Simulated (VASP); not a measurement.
**Mn: single point with LDA**

Crystal: Mn.

```
Mn
1.0
     2.36610    0.00000    0.00000
    -1.18305    2.04910    0.00000
     0.00000    0.00000    7.62362
Mn
4
Direct
  0.00000 0.00000 0.00000
  0.00000 0.00000 0.50000
  0.33333 0.66667 0.25000
  0.66667 0.33333 0.75000
```

This isn't the form of Mn at room conditions, which is a 58-atom cubic cell.

```json
{
  "Program": "VASP 6.6.1",
  "Task": "single point",
  "Functional": "LDA",
  "Potentials or basis": "VASP PAW LDA potentials, release 64 (Mn_pv)",
  "Cutoff": "520 eV",
  "k mesh": "17 × 17 × 5",
  "Occupations": "fermi-dirac, width 0.05 eV",
  "Spin": "collinear spin, ferromagnetic start",
  "Starting moments": "[3.0, 3.0, 3.0, 3.0] μB",
  "Dipole correction": "no",
  "Further INCAR settings": "ALGO = Normal; EDIFF = 1e-06; NBANDS = 38"
}
```

```
Pressure                                              : 33.9 GPa
Band gap on the k mesh                                : zero (filled and empty bands overlap)
Net moment                                            : 0.00 μB per cell
Valence electrons inside the program's atomic spheres : Mn 12.35, 12.34 (each value once)
```

Stress tensor (GPa, compression positive):
```
34.02  0.00  0.00
 0.00 34.02  0.00
 0.00  0.00 33.61
```

Levels at points of the mesh, in eV from the Fermi level:
Spin up:
| k point | band 23 | band 24 | band 25 | band 26 | band 27 | band 28 | band 29 | band 30 |
| --- | --- | --- | --- | --- | --- | --- | --- | --- |
| (0.00, 0.00, 0.00) | -1.26 | -0.98 | -0.98 | -0.89 | -0.89 | 0.26 | 0.26 | 0.82 |
Spin down:
```tsv
k point	band 22	band 23	band 24	band 25	band 26	band 27	band 28	band 29	band 30	band 31
(0.00, 0.00, 0.00)	-1.49	-1.26	-0.98	-0.98	-0.89	-0.89	0.26	0.26	0.82	0.82
```

It took 110 s on 1 thread of Intel(R) Xeon(R) 6975P-C (Granite Rapids), on a shared host, peak memory 0.27 GiB.

Caveat: the cell stands under pressure.
